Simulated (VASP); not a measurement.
# TlBr2 (R-3m) in VASP: a series of runs

Runs on TlBr2. Level: r2SCAN. Tasks: single point.

All numbers are computed with VASP 6.6.1; they aren't measurements. Logs are shortened: lines on timing, memory, paths and dates and some standing lists are left out, and cuts for length are marked.

## (1) The cell of the first run

Symmetry: R-3m, No. 166, trigonal system. The conventional cell has a = 4.120 Å, b = 4.120 Å, c = 18.664 Å, α = 90.00°, β = 90.00°, γ = 120.00°. Within 3.7 Å of Tl (site symmetry -3m) lie 6 Br at 2.84 Å. Within 3.7 Å of Br (site symmetry 3m) lie 3 Tl at 2.84 Å.

## (2) Single point, r2SCAN

The input, POSCAR:

```
TlBr2
1.0
    2.0598597864      1.1892606022      6.2213034935
   -2.0598597864      1.1892606022      6.2213034935
    0.0000000000     -2.3785212043      6.2213034935
Tl Br
1 2
Direct
    0.0000000000      0.0000000000      0.0000000000
    0.7500000000      0.7500000000      0.7500000000
    0.2500000000      0.2500000000      0.2500000000
```

The input, INCAR.step1:

```
PREC = Accurate
ENCUT = 520
ISMEAR = 0
SIGMA = 0.1
LREAL = F
LASPH = T
NELM = 60
NBANDS = 20
GGA = PE
ALGO = Normal
EDIFF = 1E-4
LWAVE = T
LCHARG = F
```

The input, INCAR.step2:

```
PREC = Accurate
ENCUT = 520
EDIFF = 1E-6
ISMEAR = 0
SIGMA = 0.1
LREAL = F
LASPH = T
NELM = 60
ALGO = Normal
ISIF = 2
LWAVE = F
LCHARG = T
METAGGA = R2SCAN
LMIXTAU = T
LELF = T
LVHAR = T
NBANDS = 20
ISTART = 1
```

The input, KPOINTS:

```
Automatic mesh
0
Gamma
  6 6 6
```

Potentials or basis: VASP PAW PBE potentials, release 64 (Tl_d, Br).

Launch:

```sh
> cat potpaw_PBE.64/Tl_d/POTCAR potpaw_PBE.64/Br/POTCAR > POTCAR
> cp INCAR.step1 INCAR
> mpirun -np 1 vasp_std > vasp.out
> cp INCAR.step2 INCAR
> mpirun -np 1 vasp_std > vasp.out
```

OUTCAR:

```text
PREC = Accurate
   ENCUT = 520
   EDIFF = 1E-6
   ISMEAR = 0
   LREAL = F
   LASPH = T
   NELM = 60
   ISIF = 2
   METAGGA = R2SCAN
   ISTART = 1

 ion  position               nearest neighbor table
   1  0.000  0.000  0.000-   2 2.84   3 2.84   2 2.84   2 2.84   3 2.84   3 2.84
   2  0.750  0.750  0.750-   1 2.84   1 2.84   1 2.84
   3  0.250  0.250  0.250-   1 2.84   1 2.84   1 2.84

  LATTYP: Found a trigonal (rhomboedric) cell.
 ALAT       =     6.6604789826
 COS(alpha) =     0.8087090651

  Lattice vectors:

 A1 = (   2.0598597864,   1.1892606022,   6.2213034935)
 A2 = (  -2.0598597864,   1.1892606022,   6.2213034935)
 A3 = (   0.0000000000,  -2.3785212043,   6.2213034935)

Analysis of symmetry for initial positions (statically):
=====================================================================
 Subroutine PRICEL returns:
 Original cell was already a primitive cell.

 Routine SETGRP: Setting up the symmetry group for a
 trigonal (rhombohedral) supercell.

 Subroutine GETGRP returns: Found 12 space group operations
 (whereof 12 operations were pure point group operations)
 out of a pool of 12 trial point group operations.

The static configuration has the point symmetry D_3d.

Analysis of symmetry for dynamics (positions and initial velocities):
=====================================================================
 Subroutine PRICEL returns:
 Original cell was already a primitive cell.

 Routine SETGRP: Setting up the symmetry group for a
 trigonal (rhombohedral) supercell.

 Subroutine GETGRP returns: Found 12 space group operations
 (whereof 12 operations were pure point group operations)
 out of a pool of 12 trial point group operations.

The dynamic configuration has the point symmetry D_3d.

 Subroutine INISYM returns: Found 12 space group operations
 (whereof 12 operations are pure point group operations),
 and found     1 'primitive' translations

----------------------------------------------------------------------------------------

                                     Primitive cell

  volume of cell :      91.4423

  direct lattice vectors                    reciprocal lattice vectors
     2.059859786  1.189260602  6.221303493     0.242734968  0.140143099  0.053579340
    -2.059859786  1.189260602  6.221303493    -0.242734968  0.140143099  0.053579340
     0.000000000 -2.378521204  6.221303493     0.000000000 -0.280286199  0.053579340

  length of vectors
     6.660478983  6.660478983  6.660478983     0.285361348  0.285361348  0.285361348

  position of ions in fractional coordinates (direct lattice)
     0.000000000  0.000000000  0.000000000
     0.750000000  0.750000000  0.750000000
     0.250000000  0.250000000  0.250000000

  ion indices of the primitive-cell ions
   primitive index   ion index
                 1           1
                 2           2
                 3           3

----------------------------------------------------------------------------------------

 KPOINTS: Automatic mesh

Automatic generation of k-mesh.
 Grid dimensions read from file:
 generate k-points for:    6    6    6

 Generating k-lattice:

  Cartesian coordinates                     Fractional coordinates (reciprocal lattice)
     0.040455828  0.023357183  0.008929890     0.166666667  0.000000000  0.000000000
    -0.040455828  0.023357183  0.008929890     0.000000000  0.166666667  0.000000000
     0.000000000 -0.046714366  0.008929890    -0.000000000 -0.000000000  0.166666667

  Length of vectors
     0.047560225  0.047560225  0.047560225

  Shift w.r.t. Gamma in fractional coordinates (k-lattice)
     0.000000000  0.000000000  0.000000000

 Subroutine IBZKPT returns following result:
 ===========================================

 Found     32 irreducible k-points:

 Following reciprocal coordinates:
            Coordinates               Weight
  0.000000  0.000000  0.000000      1.000000
  0.166667  0.000000  0.000000      6.000000
  0.333333  0.000000 -0.000000      6.000000
  0.500000 -0.000000 -0.000000      3.000000
  0.166667  0.166667  0.000000      6.000000
  0.333333  0.166667  0.000000     12.000000
[... 16 lines left out ...]
  0.500000  0.500000  0.166667      6.000000
 -0.333333  0.500000  0.166667     12.000000
 [... further k-points ...]
   k-points           NKPTS =     32   k-points in BZ     NKDIM =     32   number of bands    NBANDS=     20
   number of dos      NEDOS =    301   number of ions     NIONS =      3
   total plane-waves  NPLWV = 125000
   dimension x,y,z NGX =    50 NGY =   50 NGZ =   50
   dimension x,y,z NGXF=   100 NGYF=  100 NGZF=  100
   ions per type =               1   2
   NGX,Y,Z   is equivalent  to a cutoff of  12.48, 12.48, 12.48 a.u.
   NGXF,Y,Z  is equivalent  to a cutoff of  24.96, 24.96, 24.96 a.u.
 SYSTEM =  unknown system
   PREC   = accura    normal or accurate (medium, high low for compatibility)
   ISTART =      1    job   : 0-new  1-cont  2-samecut
   ICHARG =      0    charge: 1-file 2-atom 10-const
   ISPIN  =      1    spin polarized calculation?
   LNONCOLLINEAR =      F non collinear calculations
   LSORBIT =      F    spin-orbit coupling
   LASPH  =      T    aspherical Exc in radial PAW
   ENCUT  =  520.0 eV  38.22 Ry    6.18 a.u.  12.38 12.38 12.38*2*pi/ulx,y,z
   NELM   =     60;   NELMIN=  2; NELMDL=  0     # of ELM steps
   EDIFF  = 0.1E-05   stopping-criterion for ELM
   LREAL  =      F    real-space projection
   EDIFFG = 0.1E-04   stopping-criterion for IOM
   NSW    =      0    number of steps for IOM
   IBRION =     -1    ionic relax: 0-MD 1-quasi-New 2-CG
   NFREE  =      0    steps in history (QN), initial steepest desc. (CG)
   ISIF   =      2    stress and relaxation
   ISYM   =      2    0-nonsym 1-usesym 2-fastsym
   POTIM  = 0.5000    time-step for ionic-motion
   TEBEG  =    0.0;   TEEND  =   0.0 temperature during run
   PSTRESS=    0.0 pullay stress
   NELECT =      27.0000    total number of electrons
   NUPDOWN=      -1.0000    fix difference up-down
   EMIN   =  10.00;   EMAX   =-10.00  energy-range for DOS
   EFERMI =   0.00;   METHOD = LEGACY
   ISMEAR =     0;   SIGMA  =   0.10  broadening in eV -4-tet -1-fermi 0-gaus
   EFERMI_NEDOS =   21; number of points for ismear=-14 and -15
   IALGO  =     38    algorithm
   IMIX   =      4    mixing-type and parameters
     AMIX     =   0.40;   BMIX     =  1.00
     AMIX_MAG =   1.60;   BMIX_MAG =  1.00
  volume/ion in A,a.u.               =      30.48       205.69
  Fermi-wavevector in a.u.,A,eV,Ry     =   1.090135  2.060057 16.169088  1.188394
  Thomas-Fermi vector in A             =   2.226353
   LORBIT       =      0    0 simple, 1 ext, 2 COOP (PROOUT), +10 PAW based schemes
   METAGGA = R2SCAN    functional components
   LHFCALC =     F    Hartree Fock is set to
   AEXX    =    0.0000 exact exchange contribution
   IVDW    =     0    specifies the selected vdW correction
   LEPSILON=     F    determine dielectric tensor
   LRPA    =     F    only Hartree local field effects (RPA)
 non-spin polarized calculation
 Gauss-broadening in eV      SIGMA  =   0.10
  energy-cutoff  :      520.00
  volume of cell :       91.44
 maximum number of plane-waves:      2498
 NGX is ok and might be reduce to    50
   NGX = 25   NGY = 25   NGZ = 25

 number of electron      26.9999999 magnetization

 Free energy of the ion-electron system (eV)
  ---------------------------------------------------
  ext. energy  EPLUGINS =         0.00000000
  ---------------------------------------------------
  free energy    TOTEN  =       -81.16289023 eV

  energy without entropy =      -81.14423326  energy(sigma->0) =      -81.15356175

 E-fermi :   2.6792     XC(G=0):  -9.1663

 val. band max:        2.6708410183   @ k =  -0.1667   0.1667   0.1667
 cond. band min:       2.6887935365   @ k =   0.3333   0.3333   0.1667
 fundamental gap:      0.0179525182
 Fermi energy:         2.6791648870

 k-point     1 :       0.0000    0.0000    0.0000
  band No.  band energies     occupation
      1     -13.7053      2.00000
      2     -12.9946      2.00000
      3      -9.0450      2.00000
      4      -9.0450      2.00000
      5      -8.9051      2.00000
      6      -8.8213      2.00000
[... 12 lines left out ...]
     19      11.7203      0.00000
     20      11.7203      0.00000

 k-point     2 :       0.1667    0.0000    0.0000
  band No.  band energies     occupation
      1     -13.5878      2.00000
      2     -13.0297      2.00000
      3      -9.0194      2.00000
      4      -8.9524      2.00000
      5      -8.8746      2.00000
      6      -8.8189      2.00000
[... 12 lines left out ...]
     19      11.1101      0.00000
     20      12.0176      0.00000

 k-point     3 :       0.3333    0.0000   -0.0000
  band No.  band energies     occupation
      1     -13.3465      2.00000
      2     -13.0811      2.00000
      3      -8.9903      2.00000
      4      -8.9108      2.00000
      5      -8.8099      2.00000
      6      -8.7824      2.00000
[... 12 lines left out ...]
     19      10.4854      0.00000
     20      11.6949      0.00000

 k-point     4 :       0.5000   -0.0000   -0.0000
  band No.  band energies     occupation
      1     -13.2509      2.00000
      2     -13.0673      2.00000
      3      -8.9870      2.00000
      4      -8.9227      2.00000
      5      -8.7877      2.00000
      6      -8.7522      2.00000
[... 12 lines left out ...]
     19      10.8497      0.00000
     20      11.9257      0.00000

 k-point     5 :       0.1667    0.1667    0.0000
  band No.  band energies     occupation
      1     -13.5774      2.00000
      2     -13.0425      2.00000
      3      -9.0192      2.00000
      4      -8.9498      2.00000
      5      -8.8762      2.00000
      6      -8.8182      2.00000
[... 12 lines left out ...]
     19      11.1723      0.00000
     20      11.9262      0.00000
[... 353 lines left out ...]
      6      -8.7655      2.00000
[... 12 lines left out ...]
     19      10.7602      0.00000
     20      11.8685      0.00000

 k-point    22 :      -0.1667    0.3333    0.1667
  band No.  band energies     occupation
      1     -13.2037      2.00000
      2     -13.1212      2.00000
      3      -8.9271      2.00000
      4      -8.8869      2.00000
      5      -8.8014      2.00000
      6      -8.7629      2.00000
[... 12 lines left out ...]
     19      10.7751      0.00000
     20      11.6830      0.00000

 k-point    23 :       0.5000    0.5000    0.1667
  band No.  band energies     occupation
      1     -13.2539      2.00000
      2     -13.1762      2.00000
      3      -8.9887      2.00000
      4      -8.9087      2.00000
      5      -8.8053      2.00000
      6      -8.7823      2.00000
[... 12 lines left out ...]
     19      10.4156      0.00000
     20      11.9591      0.00000

 k-point    24 :      -0.3333    0.5000    0.1667
  band No.  band energies     occupation
      1     -13.1829      2.00000
      2     -13.1391      2.00000
      3      -8.9233      2.00000
      4      -8.8873      2.00000
      5      -8.7984      2.00000
      6      -8.7647      2.00000
[... 12 lines left out ...]
     19      10.8663      0.00000
     20      12.4055      0.00000

 [... further k-points ...]

------------------------ aborting loop because EDIFF is reached ----------------------------------------

  FORCE on cell =-STRESS in cart. coord.  units (eV):
  Direction    XX          YY          ZZ          XY          YZ          ZX
  --------------------------------------------------------------------------------------
  -------------------------------------------------------------------------------------
  Total        3.7750874      3.7750874      3.4210199      0.0000000      0.0000000      0.0000000
  in kB       66.1439711     66.1439711     59.9402910      0.0000000      0.0000000      0.0000000
  external PRESSURE =      64.0760777 kB  Pullay stress =       0.0000000 kB

 VOLUME and BASIS-vectors are now :
 -----------------------------------------------------------------------------
  energy-cutoff  :      520.00
  volume of cell :       91.44
      direct lattice vectors                 reciprocal lattice vectors
     2.059859786  1.189260602  6.221303493     0.242734968  0.140143099  0.053579340
    -2.059859786  1.189260602  6.221303493    -0.242734968  0.140143099  0.053579340
     0.000000000 -2.378521204  6.221303493     0.000000000 -0.280286199  0.053579340

 POSITION                                       TOTAL-FORCE (eV/Angst)
 -----------------------------------------------------------------------------------
      0.00000      0.00000      0.00000        -0.000000     -0.000000     -0.000000
      0.00000      0.00000     13.99793         0.000000      0.000000      1.147241
      0.00000      0.00000      4.66598         0.000000     -0.000000     -1.147241
 -----------------------------------------------------------------------------------
    total drift:                               -0.000000     -0.000000     -0.000000

  FREE ENERGIE OF THE ION-ELECTRON SYSTEM (eV)
  ---------------------------------------------------
  free  energy   TOTEN  =       -81.1628902323 eV

  energy  without entropy=      -81.1442332625  energy(sigma->0) =      -81.15356175
```

It took 6 min on 1 thread of Intel Xeon Platinum 8488C (Sapphire Rapids), shared host; peak memory 0.4 GiB.

Results:

```
Free energy   : -81.1629 eV
Pressure      : 6.4 GPa
Largest force : 1.147 eV/Å
```

Forces on the atoms (eV/Å):
```
Tl   0.000  0.000  0.000
Br   0.000  0.000  1.147
Br   0.000  0.000 -1.147
```

Stress tensor (GPa, compression positive):
```
6.61 0.00 0.00
0.00 6.61 0.00
0.00 0.00 5.99
```

Caveat: the PAW data sets were made with another functional, which shifts forces and pressure a little; spin-orbit coupling is left out, which moves the levels of the heavy elements; an odd number of electrons without spin polarisation forces a metal; a magnetic or distorted state may lie lower.

(Part 1 of 2 ends here.)
